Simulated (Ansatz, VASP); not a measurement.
# GaSb in VASP and in Ansatz

File INCAR:

```
SYSTEM = GaSb
ALGO = Normal
EDIFF = 1E-7
EDIFFG = -0.005
ENCUT = 500
GGA = CA
GGA_COMPAT = .False.
IBRION = 2
ISIF = 3
ISMEAR = 0
LASPH = .True.
LCHARG = .False.
LREAL = .False.
LWAVE = .False.
NELM = 120
NELMIN = 4
NSW = 100
PREC = Accurate
SIGMA = 0.1
```

KPOINTS

```
k-points
0
Gamma
  12 12 12
  0 0 0
```

Contents of POSCAR:

```
GaSb
1.0
    0.0000000000      3.0686043200      3.0686043200
    3.0686043200      0.0000000000      3.0686043200
    3.0686043200      3.0686043200      0.0000000000
Ga Sb
1 1
Direct
    0.0000000000      0.0000000000      0.0000000000
    0.2500000000      0.2500000000      0.2500000000
```

Input for Ansatz:

```yaml
crystal:
  lattice:
    - [0.0, 3.06860432, 3.06860432]
    - [3.06860432, 0.0, 3.06860432]
    - [3.06860432, 3.06860432, 0.0]
  atoms:
    - { symbol: Ga, position: [0.0, 0.0, 0.0] }
    - { symbol: Sb, position: [0.25, 0.25, 0.25] }
basis:
  ecutwfc: 420
kpoints:
  mp_grid: { grid: [12, 12, 12] }
hamiltonian:
  xc: lda
scf:
  occupations: { method: gaussian, width: 0.1 }
output:
  forces: true
  stress: true
  eigenvalues: true
  write_density: true
  write_potential: true
  elf: true
  volumetric_format: npy
relax:
  adjacent_minimum: "off"
  f_tol: 0.005
  max_steps: 80
  cell: { stress_tol: 0.05 }
```

Alike in both runs: task relaxation of cell and atoms; functional LDA; k mesh 12 × 12 × 12; occupations gaussian, width 0.1 eV; no spin polarisation.

|  | VASP | Ansatz |
| --- | --- | --- |
| version | VASP 6.6.1 | Ansatz 0.2.0 |
| potentials or method | VASP PAW LDA potentials, release 64 (Ga_d, Sb_d_GW), cutoff 500 eV | scalar-relativistic, plane waves, PAW |
| valence electrons in the cell | 28 | 28 |

VASP gave:

```
relaxed volume (Å³/atom)                                     : 27.71
relaxed cell length with the largest relative difference (Å) : 4.279
```

Q: Estimate Ansatz's values.

A: Relaxed volume (Å³/atom): 27.66; relaxed cell length with the largest relative difference (Å): 4.277.

LDA's correlation is that of Perdew and Zunger in VASP and of Perdew and Wang (1992) in Ansatz.

Neither program's run includes spin-orbit coupling.
